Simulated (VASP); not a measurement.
As: relaxation of cell and atoms with PBE

As:

```
As
1.0
     3.56523    0.00000    0.00000
    -1.78262    3.08758    0.00000
     0.00000    0.00000    5.94047
As
4
Direct
  0.00000 0.00000 0.80256
  0.00000 0.00000 0.19744
  0.33333 0.66667 0.61461
  0.66667 0.33333 0.38539
```

The cell was built from a structure type or drawn by symmetry, and may not be a known phase.

- Program: VASP 6.6.1
- Task: relaxation of cell and atoms
- Functional: PBE
- Potentials or basis: VASP PAW PBE potentials, release 64 (As)
- Cutoff: 600 eV
- k mesh: 6 × 6 × 4
- Occupations: gaussian, width 0.1 eV
- Spin: no spin polarisation
- Dipole correction: no
- Further INCAR settings: ALGO = Normal; EDIFF = 1e-06; IBRION = 2; EDIFFG = -0.04; NSW = 90; ISIF = 3

The relaxed volume is 28.66 Å³/atom. The relaxed cell is a = 3.664 Å, b = 3.664 Å, c = 9.861 Å, α = 90.00°, β = 90.00°, γ = 120.00°, the space group after relaxing (to 0.1 Å) is P-3m1 (No. 164) and the energy gained by relaxing is 1055.3 meV/atom. The ionic steps are 17, the pressure after relaxing is 0.0 GPa and the largest force after relaxing is 0.010 eV/Å. The band gap on the k mesh is zero (bands 10 and 11 overlap by 0.06 eV).

Forces on the atoms (eV/Å):
```
As   0.000  0.000 -0.010
As   0.000  0.000  0.010
As   0.000  0.000  0.006
As   0.000  0.000 -0.006
```

Stress tensor (GPa, compression positive):
```
-0.01  0.00  0.00
 0.00 -0.01  0.00
 0.00  0.00  0.10
```

Step by step:
| step | energy change (eV) | largest force (eV/Å) | pressure (GPa) | volume (Å³) |
| --- | --- | --- | --- | --- |
| 1 | 0.0000 | 2.0412 | 51.99 | 65.39 |
| 2 | -2.0237 | 0.9093 | -10.28 | 129.54 |
| 3 | -3.5523 | 0.8136 | -0.07 | 95.23 |
| 4 | -3.5527 | 0.8081 | 0.40 | 94.56 |
| 5 | -3.6484 | 0.5830 | -0.05 | 95.45 |
| 6 | -3.8587 | 0.2418 | 0.80 | 97.98 |
| 7 | -3.0399 | 2.5302 | 6.83 | 102.47 |
| 8 | -3.8353 | 0.6694 | 1.55 | 98.42 |
| 9 | -3.8876 | 0.7831 | 0.94 | 100.16 |
| 10 | -3.9676 | 1.0269 | 0.03 | 105.19 |
| 11 | -3.9560 | 1.4059 | 0.67 | 114.40 |
| 12 | -4.1538 | 0.2431 | -1.70 | 119.09 |
| 13 | -4.1599 | 0.0931 | -2.14 | 119.94 |
| 14 | -4.2163 | 0.1496 | -0.77 | 116.04 |
| 15 | -4.2189 | 0.1712 | -0.39 | 115.10 |
| 16 | -4.2205 | 0.0848 | 0.26 | 114.41 |
| 17 | -4.2212 | 0.0098 | 0.03 | 114.65 |

Final structure:
```cif
data_structure
_symmetry_space_group_name_H-M 'P 1'
_symmetry_Int_Tables_number 1
_cell_length_a 3.6640
_cell_length_b 3.6640
_cell_length_c 9.8612
_cell_angle_alpha 90.000
_cell_angle_beta 90.000
_cell_angle_gamma 120.000
_cell_volume 114.65
loop_
_atom_site_label
_atom_site_type_symbol
_atom_site_fract_x
_atom_site_fract_y
_atom_site_fract_z
_atom_site_occupancy
As1 As 0.00000 0.00000 0.79203 1
As2 As 0.00000 0.00000 0.20797 1
As3 As 0.33333 0.66667 0.65289 1
As4 As 0.66667 0.33333 0.34711 1
```

Levels at points of the mesh, in eV from the Fermi level:
```
           k point  band 8  band 9  band 10  band 11  band 12  band 13
(0.00, 0.00, 0.00)   -1.20   -1.20     0.13     0.29     1.31     2.18
(0.50, 0.00, 0.00)   -2.89   -2.88    -2.15     0.64     1.13     1.48
(0.00, 0.00, 0.50)   -1.18   -1.18    -1.06     0.76     1.30     2.13
(0.50, 0.00, 0.50)   -3.06   -2.91    -1.97     0.47     1.30     1.56
```

It took 5.9 min on 1 thread of Intel(R) Xeon(R) Platinum 8375C CPU @ 2.90GHz (Ice Lake), with other jobs on the host, peak memory 0.19 GiB.

Caveat: the volume moved by over 15 % at a fixed basis, so the end points are rough; this functional lacks dispersion, which binds the layers, so the pressure and a relaxed spacing across them are unreliable.
